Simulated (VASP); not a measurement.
Runs of VASP 6.6.1 on Na2Al2O. The structure is that of space group R-3m (No. 166), or close to it. The cells are those of the table. 

```csv
task,cell,k mesh,cutoff (eV),gap on the mesh (eV),pressure (GPa),relaxed volume (Å³/atom),largest force (eV/Å)
relaxation of cell and atoms,"relaxed from a = 7.060 Å, angles 36.4°, 5 atoms",12 × 12 × 12,600,none,0.0,22.07,0.01
single point,"a = 7.060 Å, angles 36.4°, 5 atoms",6 × 6 × 6,520,none,(b),-,0.02
relaxation of cell and atoms,"relaxed from a = 4.940 Å, angles 61.4°, 5 atoms",6 × 6 × 6,600,none,0.1,19.49,0.04
single point,"a = 4.940 Å, angles 61.4°, 5 atoms",6 × 6 × 6,520,none,11.7,-,(a)
```

Alike in all rows: level PBE; potentials or basis VASP PAW PBE potentials, release 64 (Na_pv, Al, O); no spin polarisation; smearing gaussian 0.1 eV.

Question: Fill in the values left out.

Answer: (a) 4.24; (b) -0.2.

Caveats: forces of over 1 eV/Å act on the atoms, so gaps and moduli don't describe the material at rest (some runs).

A gap of «none» marks levels without a gap at the run's occupations.
